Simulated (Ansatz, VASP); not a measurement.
# One calculation of KF, two programs

File INCAR:

```
PREC = Accurate
ENCUT = 520
EDIFF = 1E-6
ISMEAR = -1
SIGMA = 0.01
LREAL = F
LASPH = T
NELM = 80
ALGO = Normal
ISIF = 2
LWAVE = F
LCHARG = F
GGA = PE
NBANDS = 15
```

File KPOINTS:

```
Automatic mesh
0
Gamma
  9 9 9
```

Contents of POSCAR:

```
KF
1.0
    0.0000000000      2.6464931030      2.6464931030
    2.6464931030      0.0000000000      2.6464931030
    2.6464931030      2.6464931030      0.0000000000
K F
1 1
Direct
    0.0000000000      0.0000000000      0.0000000000
    0.5000000000      0.5000000000      0.5000000000
```

Input for Ansatz:

```yaml
crystal:
  lattice:
    - [0.0, 2.646493103, 2.646493103]
    - [2.646493103, 0.0, 2.646493103]
    - [2.646493103, 2.646493103, 0.0]
  atoms:
    - { symbol: K, position: [0.0, 0.0, 0.0] }
    - { symbol: F, position: [0.5, 0.5, 0.5] }
kpoints:
  mp_grid: { grid: [9, 9, 9] }
scf:
  occupations: { method: fermi_dirac, width: 0.01 }
hamiltonian:
  xc: pbe
  pseudopotentials: { kind: all_electron, lapw: { basis_error: 0.001 } }
output:
  forces: true
  stress: true
  eigenvalues: true
```

Change from the starting cell: volume scaled by 0.97.

Alike in both runs: task single point; functional PBE; k mesh 9 × 9 × 9; occupations fermi-dirac, width 0.01 eV; no spin polarisation.

|  | VASP | Ansatz |
| --- | --- | --- |
| version | VASP 6.6.1 | Ansatz 0.2.0 |
| potentials or method | VASP PAW PBE potentials, release 64 (K_sv, F), cutoff 520 eV | all-electron LAPW, scalar-relativistic |

|  | VASP | Ansatz | Ansatz less VASP |
| --- | --- | --- | --- |
| gap on the k mesh at the Fermi level (eV) | 6.32 | 6.33 | +0.012 |
| pressure (GPa) | 2.5 | 2.5 | -0.07 |

Ansatz ran all-electron here, and VASP with PAW potentials.
